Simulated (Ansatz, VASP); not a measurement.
## One calculation of ZnO, two programs

INCAR

```
ALGO = Normal
EDIFF = 1E-7
ENCUT = 520
GGA = PE
ISIF = 2
ISMEAR = 0
IVDW = 12
LASPH = True
LCHARG = False
LREAL = False
LWAVE = False
NBANDS = 26
NELM = 100
PREC = Accurate
SIGMA = 0.05
```

File KPOINTS:

```
k-points
0
Gamma
  9 9 4
```

POSCAR

```
ZnO
1.0
    3.1893281439      0.0000000000      0.0000000000
   -1.5946640719      2.7620391936      0.0000000000
    0.0000000000      0.0000000000      7.0234847298
Zn O
2 2
Direct
    0.0000000000      0.0000000000      0.7500000000
    0.0000000000      0.0000000000      0.2500000000
    0.3333333333      0.6666666667      0.2500000000
    0.6666666667      0.3333333333      0.7500000000
```

Input for Ansatz:

```yaml
crystal:
  lattice:
    - [3.1893281439, 0.0, 0.0]
    - [-1.5946640719, 2.7620391936, 0.0]
    - [0.0, 0.0, 7.0234847298]
  atoms:
    - { symbol: Zn, position: [0.0, 0.0, 0.75] }
    - { symbol: Zn, position: [0.0, 0.0, 0.25] }
    - { symbol: O, position: [0.3333333333, 0.6666666667, 0.25] }
    - { symbol: O, position: [0.6666666667, 0.3333333333, 0.75] }
basis:
  ecutwfc: 420
kpoints:
  mp_grid: { grid: [9, 9, 4] }
hamiltonian:
  xc: pbe
  dispersion: d3bj
scf:
  occupations: { method: gaussian, width: 0.05 }
output:
  forces: true
  stress: true
  eigenvalues: true
```

Change from the starting cell: strain -0.030 along x and y, -0.015 along z, atoms carried along.

Alike in both runs: task single point; functional PBE; dispersion D3(BJ); k mesh 9 × 9 × 4; occupations gaussian, width 0.05 eV; no spin polarisation.

|  | VASP | Ansatz |
| --- | --- | --- |
| version | VASP 6.6.1 | Ansatz 0.2.0 |
| potentials or method | VASP PAW PBE potentials, release 64 (Zn, O), cutoff 520 eV | scalar-relativistic, plane waves, PAW |
| valence electrons in the cell | 36 | 36 |

```csv
,VASP,Ansatz,Ansatz less VASP
gap on the k mesh at the Fermi level (eV),0.83,0.82,-0.007
least direct gap on the mesh (eV),0.83,0.82,-0.007
pressure (GPa),8.1,7.0,-1.03
"traceless stress, the component that is largest in VASP (GPa)",-9.83,-8.70,+1.129
```
